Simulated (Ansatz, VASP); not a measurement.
# One calculation of B4N3, two programs

```
CELL_PARAMETERS angstrom
3.60872 0.00000 0.00000
0.00000 3.60872 0.00000
0.00000 0.00000 3.60872
ATOMIC_POSITIONS crystal
B 0.73779 0.26221 0.73779
B 0.26221 0.73779 0.73779
B 0.73779 0.73779 0.26221
B 0.26221 0.26221 0.26221
N 0.50000 0.50000 0.00000
N 0.50000 0.00000 0.50000
N 0.00000 0.50000 0.50000
```

Alike in both runs: functional PBE; k mesh 4 × 4 × 4; occupations gaussian, width 0.2 eV; no spin polarisation.

Ansatz relaxed the structure, and its values are those at the end. VASP's run is a single point on that final structure, the one shown.

```csv
,VASP,Ansatz
version,VASP 6.6.1,Ansatz 0.2.0
potentials or method,"VASP PAW PBE potentials, release 64 (B, N), cutoff 520 eV","scalar-relativistic, plane waves, PAW"
valence electrons in the cell,27,27
```

|  | VASP | Ansatz | Ansatz less VASP |
| --- | --- | --- | --- |
| gap on the k mesh at the Fermi level (eV) | none | none | - |
| pressure (GPa) | 0.2 | 0.0 | -0.21 |

A gap of «none» marks a metal or a gap that the smearing closes. The functional is the same, so the differences come from potentials, cutoffs and numerics.

The k mesh is coarse, so the values compare programs but aren't converged.
